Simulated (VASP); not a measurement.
Set up this calculation in VASP 6.6.1, as the native input.

| Quantity | Value |
| --- | --- |
| Task | single point |
| Functional | PBE |
| Dispersion | D3(BJ) |
| Potentials or basis | VASP PAW PBE potentials, release 64 (Cd, S) |
| Cutoff | 520 eV |
| k mesh | 2 × 2 × 2 |
| Occupations | fermi-dirac, width 0.05 eV |
| Spin | no spin polarisation |
| Dipole correction | no |
| Further INCAR settings | LREAL = Auto; ALGO = Normal; EDIFF = 1e-07; NBANDS = 89 |

The structure of Cd8S9 (a cell with a defect) lies in POSCAR:

```
Cd8S9
1.0
   -4.1348000000     -7.1616840000      0.0000000000
    6.2022000000     -3.5808420000      0.0000000000
    0.0000000000      0.0000000000      6.7490000000
Cd S
8 9
Direct
    0.5159662509      0.3354186881      0.0093428063
    0.4545517968      0.6814585297      0.5099940075
    0.2488495041      0.8226350491      0.0345072610
    0.2358960841      0.1922766537      0.5148418142
    0.0366451771      0.2810550598      0.0157598020
   -0.0593346965      0.6891462002      0.4343663348
    0.7143797027      0.8633309686     -0.0086114781
    0.7348739187      0.1896503186      0.5049969102
    0.4837782787      0.3533910832      0.3799909609
    0.4864364185      0.6579546587      0.8769996385
    0.2057320954      0.8551470218      0.3933442263
    0.2865447320      0.1330948601      0.8766104911
   -0.0133417795      0.3429400959      0.3710327932
    0.1085201032      0.5796243595      0.8347048994
    0.6888493755      0.8680846100      0.3576919727
    0.7663204718      0.1808590274      0.8746331264
    0.8610470668      0.6241230155      0.7914450334
```

These files were run (other wordings do the same):

INCAR

```
SYSTEM = Cd8S9
ALGO = Normal
EDIFF = 1E-7
ENCUT = 520
GGA = PE
ISIF = 2
ISMEAR = -1
IVDW = 12
LASPH = .True.
LCHARG = .False.
LREAL = Auto
LWAVE = .False.
NBANDS = 89
NELM = 80
PREC = Accurate
SIGMA = 0.05
```

KPOINTS

```
k-points
0
Gamma
  2 2 2
  0 0 0
```

Potentials or basis: VASP PAW PBE potentials, release 64 (Cd, S).

Run with:

```bash
$ cat potpaw_PBE.64/Cd/POTCAR potpaw_PBE.64/S/POTCAR > POTCAR
$ mpirun -np 1 vasp_std > vasp.out
```

It gave:

| Property | Result |
| --- | --- |
| Pressure | 3.2 GPa |
| Largest force | 0.127 eV/Å |
| Band gap on the k mesh | 0.65 eV |
| Dispersion energy per atom | -0.321 eV |

Caveat: the k points lie up to 0.47 Å⁻¹ apart.

It took 7.5 min on 1 thread of Intel(R) Xeon(R) Platinum 8259CL CPU @ 2.50GHz (Skylake/Cascade Lake), on a shared host, peak memory 0.49 GiB.
